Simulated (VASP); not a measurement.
# NaCl (Fm-3m) in VASP: a series of runs, part 2 of 2

VASP 6.6.1. Earlier steps stand in the parts before.

**4. Single point, PBE-based screened hybrid with 30 % exact exchange**

Contents of POSCAR:

```
NaCl
1.0
    0.0000000000      2.8026988074      2.8026988074
    2.8026988074      0.0000000000      2.8026988074
    2.8026988074      2.8026988074      0.0000000000
Na Cl
1 1
Direct
    0.0000000000      0.0000000000      0.0000000000
    0.5000000000      0.5000000000      0.5000000000
```

Contents of INCAR.step1:

```
ALGO = Normal
EDIFF = 1E-5
ENCUT = 520
GGA = PE
ISIF = 2
ISMEAR = 0
LASPH = True
LCHARG = False
LREAL = False
LWAVE = True
NBANDS = 14
NELM = 60
PREC = Accurate
SIGMA = 0.01
```

Contents of INCAR.step2:

```
AEXX = 0.3
ALGO = Normal
EDIFF = 1E-6
ENCUT = 520
GGA = PE
HFSCREEN = 0.2078
ISIF = 2
ISMEAR = 0
ISTART = 1
LASPH = True
LCHARG = False
LHFCALC = True
LREAL = False
LWAVE = False
NBANDS = 14
NELM = 60
PREC = Accurate
PRECFOCK = Normal
SIGMA = 0.01
```

Contents of KPOINTS:

```
k-points
0
Gamma
  4 4 4
```

Potentials or basis: VASP PAW PBE potentials, release 64 (Na_pv, Cl).

Launch:

```sh
$ cat potpaw_PBE.64/Na_pv/POTCAR potpaw_PBE.64/Cl/POTCAR > POTCAR
$ cp INCAR.step1 INCAR
$ mpirun -np 1 vasp_std > vasp.out
$ cp INCAR.step2 INCAR
$ mpirun -np 1 vasp_std > vasp.out
```

OUTCAR:

```text
AEXX = 0.3
   EDIFF = 1E-6
   ENCUT = 520
   GGA = PE
   HFSCREEN = 0.2078
   ISIF = 2
   ISMEAR = 0
   ISTART = 1
   LASPH = True
   LHFCALC = True
   LREAL = False
   NELM = 60
   PREC = Accurate
   PRECFOCK = Normal

 ion  position               nearest neighbor table
   1  0.000  0.000  0.000-
   2  0.500  0.500  0.500-

  LATTYP: Found a face centered cubic cell.
 ALAT       =     5.6053976148

  Lattice vectors:

 A1 = (   0.0000000000,   2.8026988074,   2.8026988074)
 A2 = (   2.8026988074,   0.0000000000,   2.8026988074)
 A3 = (   2.8026988074,   2.8026988074,   0.0000000000)

Analysis of symmetry for initial positions (statically):
=====================================================================
 Subroutine PRICEL returns:
 Original cell was already a primitive cell.

 Routine SETGRP: Setting up the symmetry group for a
 face centered cubic supercell.

 Subroutine GETGRP returns: Found 48 space group operations
 (whereof 48 operations were pure point group operations)
 out of a pool of 48 trial point group operations.

The static configuration has the point symmetry O_h .

Analysis of symmetry for dynamics (positions and initial velocities):
=====================================================================
 Subroutine PRICEL returns:
 Original cell was already a primitive cell.

 Routine SETGRP: Setting up the symmetry group for a
 face centered cubic supercell.

 Subroutine GETGRP returns: Found 48 space group operations
 (whereof 48 operations were pure point group operations)
 out of a pool of 48 trial point group operations.

The dynamic configuration has the point symmetry O_h .

 Subroutine INISYM returns: Found 48 space group operations
 (whereof 48 operations are pure point group operations),
 and found     1 'primitive' translations

----------------------------------------------------------------------------------------

                                     Primitive cell

  volume of cell :      44.0311

  direct lattice vectors                    reciprocal lattice vectors
     0.000000000  2.802698807  2.802698807    -0.178399476  0.178399476  0.178399476
     2.802698807  0.000000000  2.802698807     0.178399476 -0.178399476  0.178399476
     2.802698807  2.802698807  0.000000000     0.178399476  0.178399476 -0.178399476

  length of vectors
     3.963614665  3.963614665  3.963614665     0.308996957  0.308996957  0.308996957

  position of ions in fractional coordinates (direct lattice)
     0.000000000  0.000000000  0.000000000
     0.500000000  0.500000000  0.500000000

  ion indices of the primitive-cell ions
   primitive index   ion index
                 1           1
                 2           2

----------------------------------------------------------------------------------------

 KPOINTS: k-points

Automatic generation of k-mesh.
 Grid dimensions read from file:
 generate k-points for:    4    4    4

 Generating k-lattice:

  Cartesian coordinates                     Fractional coordinates (reciprocal lattice)
    -0.044599869  0.044599869  0.044599869     0.250000000  0.000000000  0.000000000
[... 30 lines left out ...]
   NGX,Y,Z   is equivalent  to a cutoff of  12.58, 12.58, 12.58 a.u.
   NGXF,Y,Z  is equivalent  to a cutoff of  25.17, 25.17, 25.17 a.u.
 SYSTEM =  unknown system
   PREC   = accura    normal or accurate (medium, high low for compatibility)
   ISTART =      1    job   : 0-new  1-cont  2-samecut
   ICHARG =      0    charge: 1-file 2-atom 10-const
   ISPIN  =      1    spin polarized calculation?
   LNONCOLLINEAR =      F non collinear calculations
   LSORBIT =      F    spin-orbit coupling
   LASPH  =      T    aspherical Exc in radial PAW
   ENCUT  =  520.0 eV  38.22 Ry    6.18 a.u.   7.37  7.37  7.37*2*pi/ulx,y,z
   NELM   =     60;   NELMIN=  2; NELMDL=  0     # of ELM steps
   EDIFF  = 0.1E-05   stopping-criterion for ELM
   LREAL  =      F    real-space projection
   EDIFFG = 0.1E-04   stopping-criterion for IOM
   NSW    =      0    number of steps for IOM
   IBRION =     -1    ionic relax: 0-MD 1-quasi-New 2-CG
   NFREE  =      0    steps in history (QN), initial steepest desc. (CG)
   ISIF   =      2    stress and relaxation
   ISYM   =      3    0-nonsym 1-usesym 2-fastsym
   POTIM  = 0.5000    time-step for ionic-motion
   TEBEG  =    0.0;   TEEND  =   0.0 temperature during run
   PSTRESS=    0.0 pullay stress
   NELECT =      14.0000    total number of electrons
   NUPDOWN=      -1.0000    fix difference up-down
   EMIN   =  10.00;   EMAX   =-10.00  energy-range for DOS
   EFERMI =   0.00;   METHOD = LEGACY
   ISMEAR =     0;   SIGMA  =   0.01  broadening in eV -4-tet -1-fermi 0-gaus
   EFERMI_NEDOS =   21; number of points for ismear=-14 and -15
   IALGO  =     38    algorithm
   IMIX   =      1    mixing-type and parameters
     AMIX     =   0.40;   BMIX     =  1.00
     AMIX_MAG =   1.60;   BMIX_MAG =  1.00
  volume/ion in A,a.u.               =      22.02       148.57
  Fermi-wavevector in a.u.,A,eV,Ry     =   1.117372  2.111527 16.987146  1.248520
  Thomas-Fermi vector in A             =   2.253994
   LORBIT       =      0    0 simple, 1 ext, 2 COOP (PROOUT), +10 PAW based schemes
   GGA     = PE    functional components
   LHFCALC =     T    Hartree Fock is set to
   PRECFOCK=normal    Normal, Fast or Accurate (Low or Medium for compatibility)
   ENCUT4O =  -1.0   cutoff for four orbital integrals eV
   NKREDX  =     1    reduce k-point grid by
   NKREDY  =     1    reduce k-point grid by
   NKREDZ  =     1    reduce k-point grid by
   AEXX    =    0.3000 exact exchange contribution
   HFSCREEN=    0.2078 screening length (either q_TF or 0.3 A-1)
   HFSCREENC=   0.2078 screening length for correlation (either q_TF or 0.3 A-1)
   ENCUTFOCK=  -1.0 apply spherical cutoff to Coloumb kernel
   IVDW    =     0    specifies the selected vdW correction
   LEPSILON=     F    determine dielectric tensor
   LRPA    =     F    only Hartree local field effects (RPA)
 non-spin polarized calculation
 Gauss-broadening in eV      SIGMA  =   0.01
  energy-cutoff  :      520.00
  volume of cell :       44.03
 maximum number of plane-waves:      1243
 NGX is ok and might be reduce to    30
  NGX = 24; NGY = 24; NGZ = 24

 number of electron      14.0000003 magnetization

 Free energy of the ion-electron system (eV)
  ---------------------------------------------------
  ext. energy  EPLUGINS =         0.00000000
  ---------------------------------------------------
  free energy    TOTEN  =        -8.10063171 eV

  energy without entropy =       -8.10063171  energy(sigma->0) =       -8.10063171

 E-fermi :  -1.7377     XC(G=0):  -6.5856

 val. band max:       -1.8211283648   @ k =   0.0000   0.0000   0.0000
 cond. band min:       5.0103327990   @ k =   0.0000   0.0000   0.0000
 fundamental gap:      6.8314611639
 Fermi energy:        -1.7376517031

 k-point     1 :       0.0000    0.0000    0.0000
  band No.  band energies     occupation
      1     -25.0803      2.00000
      2     -25.0803      2.00000
      3     -25.0803      2.00000
      4     -15.9517      2.00000
      5      -1.8211      2.00000
      6      -1.8211      2.00000
      7      -1.8211      2.00000
      8       5.0103      0.00000
      9      11.1227      0.00000
     10      11.1227      0.00000
     11      11.1227      0.00000
     12      13.5068      0.00000
     13      13.5068      0.00000
     14      14.8026      0.00000
[... 105 lines left out ...]
      1     -25.0943      2.00000
      2     -25.0943      2.00000
      3     -25.0903      2.00000
      4     -15.4853      2.00000
      5      -3.1442      2.00000
      6      -3.1442      2.00000
      7      -2.6496      2.00000
      8       8.9083      0.00000
      9       9.6630      0.00000
     10       9.6630      0.00000
     11      11.5213      0.00000
     12      16.1014      0.00000
     13      16.1015      0.00000
     14      16.7966      0.00000

------------------------ aborting loop because EDIFF is reached ----------------------------------------

  FORCE on cell =-STRESS in cart. coord.  units (eV):
  Direction    XX          YY          ZZ          XY          YZ          ZX
  --------------------------------------------------------------------------------------
  -------------------------------------------------------------------------------------
  Total        0.1709493      0.1709493      0.1709493      0.0000000     -0.0000000      0.0000000
  in kB        6.2204051      6.2204051      6.2204051      0.0000000     -0.0000000      0.0000000
  external PRESSURE =       6.2204051 kB  Pullay stress =       0.0000000 kB

 VOLUME and BASIS-vectors are now :
 -----------------------------------------------------------------------------
  energy-cutoff  :      520.00
  volume of cell :       44.03
      direct lattice vectors                 reciprocal lattice vectors
     0.000000000  2.802698807  2.802698807    -0.178399476  0.178399476  0.178399476
     2.802698807  0.000000000  2.802698807     0.178399476 -0.178399476  0.178399476
     2.802698807  2.802698807  0.000000000     0.178399476  0.178399476 -0.178399476

 POSITION                                       TOTAL-FORCE (eV/Angst)
 -----------------------------------------------------------------------------------
      0.00000      0.00000      0.00000         0.000000     -0.000000      0.000000
      2.80270      2.80270      2.80270        -0.000000      0.000000     -0.000000
 -----------------------------------------------------------------------------------
    total drift:                               -0.000007     -0.000006     -0.000006

  FREE ENERGIE OF THE ION-ELECTRON SYSTEM (eV)
  ---------------------------------------------------
  free  energy   TOTEN  =        -8.1006317136 eV

  energy  without entropy=       -8.1006317136  energy(sigma->0) =       -8.10063171
```

OUTCAR.step1:

```text
EDIFF = 1E-5
   ENCUT = 520
   GGA = PE
   ISIF = 2
   ISMEAR = 0
[... 339 lines left out ...]
 -----------------------------------------------------------------------------------
      0.00000      0.00000      0.00000        -0.000000     -0.000000     -0.000000
      2.80270      2.80270      2.80270         0.000000      0.000000      0.000000
 -----------------------------------------------------------------------------------
    total drift:                               -0.000000      0.000000      0.000000

  FREE ENERGIE OF THE ION-ELECTRON SYSTEM (eV)
  ---------------------------------------------------
  free  energy   TOTEN  =        -6.7675743755 eV

  energy  without entropy=       -6.7675743755  energy(sigma->0) =       -6.76757438
```

OSZICAR.step1:

```text
N       E                     dE             d eps       ncg     rms          rms(c)
DAV:   1     0.967574424096E+02    0.96757E+02   -0.71831E+03   224   0.103E+03
DAV:   2     0.122193359677E+01   -0.95536E+02   -0.89917E+02   242   0.273E+02
DAV:   3    -0.684018572641E+01   -0.80621E+01   -0.80082E+01   290   0.732E+01
DAV:   4    -0.696061684937E+01   -0.12043E+00   -0.12036E+00   266   0.944E+00
DAV:   5    -0.696304471713E+01   -0.24279E-02   -0.24278E-02   266   0.136E+00    0.216E+00
DAV:   6    -0.677356858765E+01    0.18948E+00   -0.31265E-01   266   0.327E+00    0.161E+00
DAV:   7    -0.676200573289E+01    0.11563E-01   -0.82703E-02   298   0.165E+00    0.110E+00
DAV:   8    -0.676758844730E+01   -0.55827E-02   -0.95425E-03   248   0.854E-01    0.296E-01
DAV:   9    -0.676747045985E+01    0.11799E-03   -0.21614E-04   290   0.114E-01    0.159E-01
DAV:  10    -0.676758483876E+01   -0.11438E-03   -0.30503E-04   254   0.137E-01    0.692E-02
DAV:  11    -0.676757406185E+01    0.10777E-04   -0.20300E-05   264   0.419E-02    0.128E-02
DAV:  12    -0.676757437551E+01   -0.31366E-06   -0.18107E-06   172   0.130E-02
   1 F= -.67675744E+01 E0= -.67675744E+01  d E =-.164341E-22
```

It took 2.2 min on 1 thread of Oxide Virtual Turin-like, shared host; peak memory 0.23 GiB.

What came out:

| Property | Result |
| --- | --- |
| Free energy | -8.1006 eV |
| Pressure | 0.6 GPa |
| Band gap on the k mesh | 6.83 eV |

Caveat: the k points lie up to 0.49 Å⁻¹ apart; the PAW data sets were made with another functional, which shifts forces and pressure a little.

**5. Summary**

| level | share of exact exchange | screening parameter | gap on the mesh (eV) | pressure (GPa) |
| --- | --- | --- | --- | --- |
| PBE-based screened hybrid with 100 % exact exchange | 1 | 0.5 1/Å | 8.16 | -0.4 |
| PBE-based screened hybrid with 5 % exact exchange | 0.05 | 0.5 1/Å | 5.32 | 1.2 |
| PBE-based screened hybrid with 30 % exact exchange | 0.3 | 0.2078 1/Å | 6.83 | 0.6 |

Alike in all rows: task single point; potentials or basis VASP PAW PBE potentials, release 64 (Na_pv, Cl); no spin polarisation; cell as given; k mesh 4 × 4 × 4; cutoff (eV) 520; smearing gaussian 0.01 eV.

Caveats: all runs use coarse meshes; the PAW data sets were made with another functional, which shifts forces and pressure a little.

Absolute energies hang on the potentials; compare differences alone.
